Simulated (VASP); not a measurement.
# B2SbP3 (P-3m1) in VASP: further runs

Runs on B2SbP3. Level: PBE. Tasks: single point, relaxation of cell and atoms.

Everything below comes from runs of VASP 6.6.1. Logs are shortened: lines on timing, memory, paths and dates and some standing lists are left out, and cuts for length are marked.

### 1 The cell of the first run

It takes space group P-3m1 (No. 164, trigonal). Conventional cell: a = 3.160 Å, b = 3.160 Å, c = 10.071 Å, α = 90.00°, β = 90.00°, γ = 120.00°. Within 2.6 Å of B (site symmetry 3m) lie 6 P at 1.99 to 2.40 Å. Sb (site symmetry -3m) has 6 Sb at 3.16 Å and 6 P at 3.25 Å and 6 B at 3.93 Å within 4.2 Å. Within 3.2 Å of P (site symmetry -3m) lie 6 B at 2.40 Å and 12 P at 2.98 to 3.16 Å. Within 2.6 Å of P (site symmetry 3m) lie 3 B at 1.99 Å.

The cell was built from a structure type or drawn by symmetry, and may not be a known phase.

### 2 Single point, PBE

INCAR

```
ALGO = Normal
EDIFF = 1E-7
ENCUT = 520
GGA = PE
ISIF = 2
ISMEAR = 0
LASPH = T
LCHARG = T
LELF = T
LREAL = F
LVHAR = T
LWAVE = F
NBANDS = 22
NELM = 100
PREC = Accurate
SIGMA = 0.1
```

KPOINTS

```
k-points
0
Gamma
  12 12 4
```

POSCAR

```
B2SbP3
1.0
    3.1600342067      0.0000000000      0.0000000000
   -1.5800171033      2.7366698998      0.0000000000
    0.0000000000      0.0000000000     10.0712759965
B Sb P
2 1 3
Direct
    0.3333333333      0.6666666667      0.6547181376
    0.6666666667      0.3333333333      0.3452818624
    0.0000000000      0.0000000000      0.0000000000
    0.0000000000      0.0000000000      0.5000000000
    0.3333333333      0.6666666667      0.2666357273
    0.6666666667      0.3333333333      0.7333642727
```

Potentials or basis: VASP PAW PBE potentials, release 64 (B, Sb, P).

The run is started by

```sh
$ cat potpaw_PBE.64/B/POTCAR potpaw_PBE.64/Sb/POTCAR potpaw_PBE.64/P/POTCAR > POTCAR
$ mpirun -np 1 vasp_std > vasp.out
```

OUTCAR:

```text
EDIFF = 1E-7
   ENCUT = 520
   GGA = PE
   ISIF = 2
   ISMEAR = 0
   LASPH = T
   LREAL = F
   NELM = 100
   PREC = Accurate

 ion  position               nearest neighbor table
   1  0.333  0.667  0.655-   6 1.99   6 1.99   6 1.99   4 2.40   4 2.40   4 2.40
   2  0.667  0.333  0.345-   5 1.99   5 1.99   5 1.99   4 2.40   4 2.40   4 2.40
   3  0.000  0.000  0.000-   5 3.25   6 3.25   5 3.25   6 3.25   6 3.25   5 3.25
   4  0.000  0.000  0.500-   1 2.40   2 2.40   1 2.40   2 2.40   2 2.40   1 2.40
   5  0.333  0.667  0.267-   2 1.99   2 1.99   2 1.99   3 3.25   3 3.25   3 3.25
   6  0.667  0.333  0.733-   1 1.99   1 1.99   1 1.99   3 3.25   3 3.25   3 3.25

  LATTYP: Found a hexagonal cell.
 ALAT       =     3.1600342067
 C/A-ratio  =     3.1870781573

  Lattice vectors:

 A1 = (   3.1600342067,   0.0000000000,   0.0000000000)
 A2 = (  -1.5800171033,   2.7366698998,   0.0000000000)
 A3 = (   0.0000000000,   0.0000000000,  10.0712759965)

Analysis of symmetry for initial positions (statically):
=====================================================================
 Subroutine PRICEL returns:
 Original cell was already a primitive cell.

 Routine SETGRP: Setting up the symmetry group for a
 hexagonal supercell.

 Subroutine GETGRP returns: Found 12 space group operations
 (whereof 12 operations were pure point group operations)
 out of a pool of 24 trial point group operations.

The static configuration has the point symmetry D_3d.

Analysis of symmetry for dynamics (positions and initial velocities):
=====================================================================
 Subroutine PRICEL returns:
 Original cell was already a primitive cell.

 Routine SETGRP: Setting up the symmetry group for a
 hexagonal supercell.

 Subroutine GETGRP returns: Found 12 space group operations
 (whereof 12 operations were pure point group operations)
 out of a pool of 24 trial point group operations.

The dynamic configuration has the point symmetry D_3d.

 Subroutine INISYM returns: Found 12 space group operations
 (whereof 12 operations are pure point group operations),
 and found     1 'primitive' translations

----------------------------------------------------------------------------------------

                                     Primitive cell

  volume of cell :      87.0961

  direct lattice vectors                    reciprocal lattice vectors
     3.160034207  0.000000000  0.000000000     0.316452271  0.182703804  0.000000000
[... 97 lines left out ...]
   NSW    =      0    number of steps for IOM
   IBRION =     -1    ionic relax: 0-MD 1-quasi-New 2-CG
   NFREE  =      0    steps in history (QN), initial steepest desc. (CG)
   ISIF   =      2    stress and relaxation
   ISYM   =      2    0-nonsym 1-usesym 2-fastsym
   POTIM  = 0.5000    time-step for ionic-motion
   TEBEG  =    0.0;   TEEND  =   0.0 temperature during run
   PSTRESS=    0.0 pullay stress
   NELECT =      26.0000    total number of electrons
   NUPDOWN=      -1.0000    fix difference up-down
   EMIN   =  10.00;   EMAX   =-10.00  energy-range for DOS
   EFERMI =   0.00;   METHOD = LEGACY
   ISMEAR =     0;   SIGMA  =   0.10  broadening in eV -4-tet -1-fermi 0-gaus
   EFERMI_NEDOS =   21; number of points for ismear=-14 and -15
   IALGO  =     38    algorithm
   IMIX   =      4    mixing-type and parameters
     AMIX     =   0.40;   BMIX     =  1.00
     AMIX_MAG =   1.60;   BMIX_MAG =  1.00
  volume/ion in A,a.u.               =      14.52        97.96
  Fermi-wavevector in a.u.,A,eV,Ry     =   1.094124  2.067594 16.287622  1.197106
  Thomas-Fermi vector in A             =   2.230422
   LORBIT       =      0    0 simple, 1 ext, 2 COOP (PROOUT), +10 PAW based schemes
   GGA     = PE    functional components
   LHFCALC =     F    Hartree Fock is set to
   AEXX    =    0.0000 exact exchange contribution
   IVDW    =     0    specifies the selected vdW correction
   LEPSILON=     F    determine dielectric tensor
   LRPA    =     F    only Hartree local field effects (RPA)
 non-spin polarized calculation
 Gauss-broadening in eV      SIGMA  =   0.10
  energy-cutoff  :      520.00
  volume of cell :       87.10
 maximum number of plane-waves:      2376
   NGX = 11   NGY = 11   NGZ = 37

 number of electron      26.0000003 magnetization

 Free energy of the ion-electron system (eV)
  ---------------------------------------------------
  ext. energy  EPLUGINS =         0.00000000
  ---------------------------------------------------
  free energy    TOTEN  =       -31.21068276 eV

  energy without entropy =      -31.19507891  energy(sigma->0) =      -31.20288083

 E-fermi :   8.5132     XC(G=0): -10.9633

 val. band max:        8.5069012764   @ k =   0.3333   0.0833   0.2500
 cond. band min:       8.5155458534   @ k =   0.2500   0.0833   0.5000
 fundamental gap:      0.0086445770
 Fermi energy:         8.5132086758

 k-point     1 :       0.0000    0.0000    0.0000
  band No.  band energies     occupation
      1      -7.3108      2.00000
      2      -6.1350      2.00000
      3      -4.2771      2.00000
      4      -2.3456      2.00000
      5       0.8740      2.00000
      6       5.8855      2.00000
[... 589 lines left out ...]
     21      14.6910      0.00000
     22      14.9051      0.00000

 [... further k-points ...]

------------------------ aborting loop because EDIFF is reached ----------------------------------------

  FORCE on cell =-STRESS in cart. coord.  units (eV):
  Direction    XX          YY          ZZ          XY          YZ          ZX
  --------------------------------------------------------------------------------------
  -------------------------------------------------------------------------------------
  Total       -0.0963424     -0.0963424     -0.0918928     -0.0000000      0.0000000     -0.0000000
  in kB       -1.7722670     -1.7722670     -1.6904143     -0.0000000      0.0000000     -0.0000000
  external PRESSURE =      -1.7449828 kB  Pullay stress =       0.0000000 kB

 VOLUME and BASIS-vectors are now :
 -----------------------------------------------------------------------------
  energy-cutoff  :      520.00
  volume of cell :       87.10
      direct lattice vectors                 reciprocal lattice vectors
     3.160034207  0.000000000  0.000000000     0.316452271  0.182703804  0.000000000
    -1.580017103  2.736669900  0.000000000     0.000000000  0.365407607  0.000000000
     0.000000000  0.000000000 10.071275997     0.000000000  0.000000000  0.099292284

 POSITION                                       TOTAL-FORCE (eV/Angst)
 -----------------------------------------------------------------------------------
     -0.00000      1.82445      6.59385        -0.000000      0.000000      0.002610
      1.58002      0.91222      3.47743         0.000000     -0.000000     -0.002610
      0.00000      0.00000      0.00000        -0.000000     -0.000000      0.000000
      0.00000      0.00000      5.03564        -0.000000     -0.000000      0.000000
     -0.00000      1.82445      2.68536        -0.000000     -0.000000      0.010626
      1.58002      0.91222      7.38591         0.000000      0.000000     -0.010626
 -----------------------------------------------------------------------------------
    total drift:                                0.000000      0.000000      0.000000

  FREE ENERGIE OF THE ION-ELECTRON SYSTEM (eV)
  ---------------------------------------------------
  free  energy   TOTEN  =       -31.2106827585 eV

  energy  without entropy=      -31.1950789081  energy(sigma->0) =      -31.20288083
```

OSZICAR:

```text
N       E                     dE             d eps       ncg     rms          rms(c)
DAV:   1     0.802428985216E+02    0.80243E+02   -0.10633E+04  3036   0.101E+03
DAV:   2    -0.266021318865E+02   -0.10685E+03   -0.10201E+03  3864   0.171E+02
DAV:   3    -0.328997547704E+02   -0.62976E+01   -0.61673E+01  3904   0.413E+01
DAV:   4    -0.329962252586E+02   -0.96470E-01   -0.96164E-01  3796   0.548E+00
DAV:   5    -0.329979428561E+02   -0.17176E-02   -0.17173E-02  4072   0.714E-01    0.109E+01
DAV:   6    -0.313155453956E+02    0.16824E+01   -0.61578E+00  3768   0.109E+01    0.561E+00
DAV:   7    -0.312448062310E+02    0.70739E-01   -0.20340E+00  3876   0.621E+00    0.330E+00
DAV:   8    -0.312145256234E+02    0.30281E-01   -0.40075E-01  3984   0.287E+00    0.118E+00
DAV:   9    -0.312104394561E+02    0.40862E-02   -0.43866E-02  3650   0.109E+00    0.340E-01
DAV:  10    -0.312106677571E+02   -0.22830E-03   -0.32956E-03  3798   0.327E-01    0.863E-02
DAV:  11    -0.312106637014E+02    0.40557E-05   -0.22856E-04  3876   0.777E-02    0.488E-02
DAV:  12    -0.312106816870E+02   -0.17986E-04   -0.47606E-05  3892   0.398E-02    0.906E-03
DAV:  13    -0.312106826207E+02   -0.93362E-06   -0.66521E-06  3736   0.136E-02    0.621E-03
DAV:  14    -0.312106827659E+02   -0.14528E-06   -0.94766E-07  3964   0.510E-03    0.225E-03
DAV:  15    -0.312106827585E+02    0.74308E-08   -0.10910E-07  2328   0.170E-03
   1 F= -.31210683E+02 E0= -.31202881E+02  d E =-.156039E-01
```

Wall time 3.3 min (1 thread of Intel Xeon 8259CL, shared host); peak memory 0.28 GiB.

Results:

```
Free energy            : -31.2107 eV
Pressure               : -0.2 GPa
Largest force          : 0.011 eV/Å
Band gap on the k mesh : zero (bands 13 and 14 overlap by 3.30 eV)
```

Forces in eV/Å, atoms in the order of the input:
```
B    0.000  0.000  0.003
B    0.000  0.000 -0.003
Sb   0.000  0.000  0.000
P    0.000  0.000  0.000
P    0.000  0.000  0.011
P    0.000  0.000 -0.011
```

Caveat: spin-orbit coupling is left out, which moves the levels of the heavy elements.

### 3 Relaxation of cell and atoms, PBE

This run uses another cell than the first one, of 18.30 Å³/atom.

INCAR

```
SYSTEM = B2SbP3
ALGO     = Normal         ! electronic algorithm
EDIFF    = 1E-7           ! SCF threshold, eV
EDIFFG   = -0.04          ! ionic threshold
ENCUT    = 600            ! plane-wave cutoff, eV
GGA      = PE             ! functional
IBRION   = 2              ! ionic algorithm
ISIF     = 3              ! what is computed and relaxed
ISMEAR   = 0              ! smearing method
LASPH    = .TRUE.         ! aspherical terms in the spheres
LCHARG   = .FALSE.        ! write CHGCAR
LREAL    = .FALSE.        ! projectors in reciprocal space
LWAVE    = .FALSE.        ! write WAVECAR
NELM     = 80             ! most SCF steps
NSW      = 90             ! ionic steps
PREC     = Accurate       ! precision mode
SIGMA    = 0.1            ! smearing width, eV
```

KPOINTS

```
k-points
0
G
  6 6 2
  0 0 0
```

POSCAR

```
B2SbP3
1.0
    3.7368926500      0.0000000000      0.0000000000
   -1.8684463200      3.2362439600      0.0000000000
    0.0000000000      0.0000000000      9.0774193800
B Sb P
2 1 3
Direct
    0.3333333300      0.6666666700      0.6716859900
    0.6666666700      0.3333333300      0.3283140100
    0.0000000000      0.0000000000      0.0000000000
    0.0000000000      0.0000000000      0.5000000000
    0.3333333300      0.6666666700      0.1569260100
    0.6666666700      0.3333333300      0.8430739900
```

Potentials or basis: VASP PAW PBE potentials, release 64 (B, Sb, P).

The run is started by

```sh
$ cat potpaw_PBE.64/B/POTCAR potpaw_PBE.64/Sb/POTCAR potpaw_PBE.64/P/POTCAR > POTCAR
$ mpirun -np 1 vasp_std > vasp.out
```

OUTCAR:

```text
SYSTEM = B2SbP3
   EDIFF = 1E-7
   EDIFFG = -0.04
   ENCUT = 600
   GGA = PE
   IBRION = 2
   ISIF = 3
   ISMEAR = 0
   LASPH = .TRUE.
   LREAL = .FALSE.
   NELM = 80
   NSW = 90
   PREC = Accurate

 ion  position               nearest neighbor table
   1  0.333  0.667  0.672-
   2  0.667  0.333  0.328-
   3  0.000  0.000  0.000-   5 2.59   6 2.59   5 2.59   6 2.59   6 2.59   5 2.59
   4  0.000  0.000  0.500-
   5  0.333  0.667  0.157-   3 2.59   3 2.59   3 2.59
   6  0.667  0.333  0.843-   3 2.59   3 2.59   3 2.59

  LATTYP: Found a hexagonal cell.
 ALAT       =     3.7368926500
 C/A-ratio  =     2.4291357099

  Lattice vectors:

 A1 = (   3.7368926500,   0.0000000000,   0.0000000000)
 A2 = (  -1.8684463200,   3.2362439600,   0.0000000000)
 A3 = (   0.0000000000,   0.0000000000,   9.0774193800)

Analysis of symmetry for initial positions (statically):
=====================================================================
 Subroutine PRICEL returns:
 Original cell was already a primitive cell.

 Routine SETGRP: Setting up the symmetry group for a
 hexagonal supercell.

 Subroutine GETGRP returns: Found 12 space group operations
 (whereof 12 operations were pure point group operations)
 out of a pool of 24 trial point group operations.

The static configuration has the point symmetry D_3d.

Analysis of symmetry for dynamics (positions and initial velocities):
[... 270 lines left out ...]
  FREE ENERGIE OF THE ION-ELECTRON SYSTEM (eV)
  ---------------------------------------------------
  free  energy   TOTEN  =       -27.4739396999 eV

  energy  without entropy=      -27.4613514810  energy(sigma->0) =      -27.46764559

 E-fermi :  10.4850     XC(G=0): -11.6643

 val. band max:       10.4674685864   @ k =   0.3333   0.1667   0.5000
 cond. band min:      10.7435495647   @ k =   0.1667   0.0000   0.0000
 fundamental gap:      0.2760809784
 Fermi energy:        10.4849666538

 k-point     1 :       0.0000    0.0000    0.0000
  band No.  band energies     occupation
      1      -6.0877      2.00000
      2      -4.2472      2.00000
      3      -3.3484      2.00000
      4       2.3523      2.00000
      5       3.0582      2.00000
      6       8.3931      2.00000
[... 257 lines left out ...]
      4       0.5295      2.00000
      5       1.0958      2.00000
      6       1.0958      2.00000
[... 9 lines left out ...]
     16      12.6246      0.00000
     17      14.2219      0.00000

[... ionic steps 4 to 20 ...]

--------------------------------------- Ionic step       21  -------------------------------------------

 number of electron      26.0000001 magnetization

------------------------ aborting loop because EDIFF is reached ----------------------------------------
[... 75 lines left out ...]
--------------------------------------- Ionic step       23  -------------------------------------------

 number of electron      26.0000001 magnetization

 Free energy of the ion-electron system (eV)
  ---------------------------------------------------
  ext. energy  EPLUGINS =         0.00000000
  ---------------------------------------------------
  free energy    TOTEN  =       -31.26020209 eV

  energy without entropy =      -31.24966406  energy(sigma->0) =      -31.25493307

 E-fermi :   8.5579     XC(G=0): -10.9970

 val. band max:        8.5349779027   @ k =   0.1667   0.1667   0.0000
 cond. band min:       8.7217910723   @ k =   0.3333   0.1667   0.0000
 fundamental gap:      0.1868131696
 Fermi energy:         8.5579190984

 k-point     1 :       0.0000    0.0000    0.0000
  band No.  band energies     occupation
      1      -7.3068      2.00000
      2      -5.9856      2.00000
      3      -4.1907      2.00000
      4      -2.0501      2.00000
      5       1.0445      2.00000
      6       6.2241      2.00000
[... 302 lines left out ...]
  FREE ENERGIE OF THE ION-ELECTRON SYSTEM (eV)
  ---------------------------------------------------
  free  energy   TOTEN  =       -31.2602020880 eV

  energy  without entropy=      -31.2496640560  energy(sigma->0) =      -31.25493307

 reached required accuracy - stopping structural energy minimisation
```

OSZICAR:

```text
N       E                     dE             d eps       ncg     rms          rms(c)
DAV:   1     0.997982409406E+02    0.99798E+02   -0.11259E+04   476   0.142E+03
DAV:   2    -0.182489866387E+02   -0.11805E+03   -0.11675E+03   609   0.201E+02
DAV:   3    -0.256637838935E+02   -0.74148E+01   -0.72683E+01   638   0.502E+01
[... 258 lines left out ...]
DAV:   5    -0.312602032311E+02    0.15678E-04   -0.87471E-05   602   0.540E-02    0.269E-02
DAV:   6    -0.312602016868E+02    0.15444E-05   -0.13378E-05   611   0.224E-02    0.848E-03
DAV:   7    -0.312602019461E+02   -0.25936E-06   -0.13650E-06   610   0.662E-03    0.317E-03
DAV:   8    -0.312602021189E+02   -0.17278E-06   -0.22878E-07   310   0.284E-03    0.818E-04
DAV:   9    -0.312602020880E+02    0.30882E-07   -0.61673E-08   241   0.147E-03
  23 F= -.31260202E+02 E0= -.31254933E+02  d E =-.212828E-02
```

Wall time 22 min (1 thread of Intel Xeon 8259CL, shared host); peak memory 0.29 GiB.

Results:

```yaml
Free_energy: -31.2602 eV
Relaxed_volume: 14.41 Å³/atom
Relaxed_cell: a = 3.177 Å, b = 3.177 Å, c = 9.887 Å, α = 90.00°, β = 90.00°, γ = 120.00°
Space_group_after_relaxing_to_0.1_Å: P-3m1 (No. 164)
Energy_gained_by_relaxing: 927.3 meV/atom
Ionic_steps: 23
Pressure_after_relaxing: 0.1 GPa
Largest_force_after_relaxing: 0.005 eV/Å
Band_gap_on_the_k_mesh: zero (bands 13 and 14 overlap by 3.20 eV)
```

Forces in eV/Å, atoms in the order of the input:
```
B    0.000  0.000  0.004
B    0.000  0.000 -0.004
Sb   0.000  0.000  0.000
P    0.000  0.000  0.000
P    0.000  0.000  0.005
P    0.000  0.000 -0.005
```

Step by step:
| step | energy change (eV) | largest force (eV/Å) | pressure (GPa) | volume (Å³) |
| --- | --- | --- | --- | --- |
| 1 | 0.0000 | 2.9174 | -9.50 | 109.78 |
| 2 | -1.6425 | 3.7020 | -3.35 | 93.42 |
| 3 | -1.7773 | 4.3662 | 36.93 | 69.32 |
| 4 | -2.2858 | 4.3039 | 11.39 | 80.33 |
| 5 | -3.1802 | 2.9706 | 9.49 | 78.82 |
| 6 | -3.9998 | 0.5968 | 11.38 | 75.74 |
| 7 | -4.4812 | 0.5037 | 1.81 | 80.68 |
| 8 | -4.6622 | 0.6382 | -5.16 | 85.65 |
| 9 | -4.6770 | 0.7326 | -6.93 | 87.46 |
| 10 | -5.0713 | 0.7736 | -5.81 | 87.21 |
| 11 | -5.2253 | 0.6097 | 4.05 | 85.04 |
| 12 | -5.4591 | 0.7965 | -2.46 | 86.46 |
| 13 | -5.4812 | 0.7457 | -1.03 | 86.13 |
| 14 | -5.4813 | 0.7538 | -1.29 | 86.19 |
| 15 | -5.5154 | 0.3376 | 0.79 | 85.16 |
| 16 | -5.5177 | 0.2094 | 1.53 | 84.81 |
| 17 | -5.5316 | 0.2197 | 0.47 | 85.74 |
| 18 | -5.5363 | 0.2274 | -0.64 | 86.75 |
| 19 | -5.5474 | 0.2092 | -0.45 | 86.87 |
| 20 | -5.5568 | 0.1696 | 0.02 | 87.13 |
| 21 | -5.5609 | 0.0662 | -0.45 | 87.19 |
| 22 | -5.5614 | 0.0364 | -0.68 | 87.23 |
| 23 | -5.5636 | 0.0054 | 0.05 | 86.44 |

Final structure:
```yaml
crystal:
  lattice:
    - [3.17745, 0.00000, 0.00000]
    - [-1.58872, 2.75175, 0.00000]
    - [0.00000, 0.00000, 9.88658]
  atoms:
    - { symbol: B, position: [0.33333, 0.66667, 0.65040] }
    - { symbol: B, position: [0.66667, 0.33333, 0.34960] }
    - { symbol: Sb, position: [0.00000, 0.00000, 0.00000] }
    - { symbol: P, position: [0.00000, 0.00000, 0.50000] }
    - { symbol: P, position: [0.33333, 0.66667, 0.26868] }
    - { symbol: P, position: [0.66667, 0.33333, 0.73132] }
```

Caveat: the volume moved by over 15 % at a fixed basis, so the end points are rough; spin-orbit coupling is left out, which moves the levels of the heavy elements.

[end of part 1 of 2]
